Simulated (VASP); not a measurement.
NaCl: single point with r2SCAN

NaCl:

```
CELL_PARAMETERS angstrom
0.00000 2.80270 2.86968
2.80270 0.00000 2.86968
2.80270 2.80270 0.00000
ATOMIC_POSITIONS crystal
Na 0.00000 0.00000 0.00000
Cl 0.50000 0.50000 0.50000
```

This cell differs from its parent crystal: uniaxial z strain +2.4%.

```yaml
Program: VASP 6.6.1
Task: single point
Functional: r2SCAN
Potentials_or_basis: VASP PAW PBE potentials, release 64 (Na_pv, Cl)
Cutoff: 520 eV
k_mesh: 8 × 8 × 8
Occupations: gaussian, width 0.01 eV
Spin: no spin polarisation
Dipole_correction: no
Further_INCAR_settings: ALGO = Normal; EDIFF = 1e-06; NBANDS = 14
```

```
Pressure               : -0.8 GPa
Band gap on the k mesh : 5.89 eV, direct
```

Stress tensor (GPa, compression positive):
```
-0.44  0.00  0.00
 0.00 -0.44  0.00
 0.00  0.00 -1.40
```

Levels at points of the mesh, in eV from the valence-band top:
| k point | band 5 | band 6 | band 7 | band 8 | band 9 | band 10 |
| --- | --- | --- | --- | --- | --- | --- |
| (0.00, 0.00, 0.00) | -0.02 | -0.02 | 0.00 | 5.89 | 11.63 | 11.81 |
| (0.50, 0.00, 0.00) | -1.92 | -0.30 | -0.27 | 7.92 | 11.56 | 11.63 |
| (0.50, 0.50, 0.00) | -1.69 | -0.58 | -0.58 | 8.43 | 8.67 | 12.01 |
| (0.50, 0.00, 0.50) | -1.67 | -0.66 | -0.59 | 8.42 | 8.58 | 12.23 |

It took 72 s on 1 thread of Intel(R) Xeon(R) 6975P-C (Granite Rapids), with other jobs on the host, peak memory 0.18 GiB.

Caveat: the cell differs from its parent crystal (uniaxial z strain +2.4%); the PAW data sets were made with another functional, which shifts forces and pressure a little. A k mesh can miss the band edges.
